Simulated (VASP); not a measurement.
A run of VASP 6.6.1 is set up as follows.

INCAR

```
PREC     = Accurate       # precision mode
ENCUT    = 520            # plane-wave cutoff, eV
EDIFF    = 1E-7           # SCF threshold, eV
ISMEAR   = -1             # smearing method
SIGMA    = 0.1            # smearing width, eV
LREAL    = F              # projectors in reciprocal space
LASPH    = T              # aspherical terms in the spheres
NELM     = 60             # most SCF steps
ALGO     = Normal         # electronic algorithm
ISIF     = 2              # what is computed and relaxed
LWAVE    = F              # write WAVECAR
LCHARG   = T              # write CHGCAR
GGA      = CA             # functional
LELF     = T              # ELF
LVHAR    = T            
NBANDS   = 17             # bands
```

Contents of KPOINTS:

```
Automatic mesh
0
Gamma
  14 14 10
```

Contents of POSCAR:

```
Pt
1.0
   -2.0051211117      2.3386109365      1.2590713935
    2.3386109365     -2.0051211117      1.2590713935
    2.4448443560      2.4448443560     -0.6482841687
Pt
2
Direct
    0.0162919124      0.9837080876      1.0000000000
    0.7337080876      0.2662919124      0.5000000000
```

Potentials or basis: VASP PAW LDA potentials, release 64 (Pt).

Command:

```sh
$ cat potpaw_LDA.64/Pt/POTCAR > POTCAR
$ mpirun -np 1 vasp_std > vasp.out
```

(1) Predict the largest force.

(2) What does it give for the band gap on the k mesh?

(3) Predict the pressure.

## Answers

(1) 0.158 eV/Å.

(2) zero (band 10 reaches 14.24 eV, above the bottom of band 11 at 11.97 eV).

(3) 50.0 GPa.

Caveat: spin-orbit coupling is left out, which moves the levels of the heavy elements.
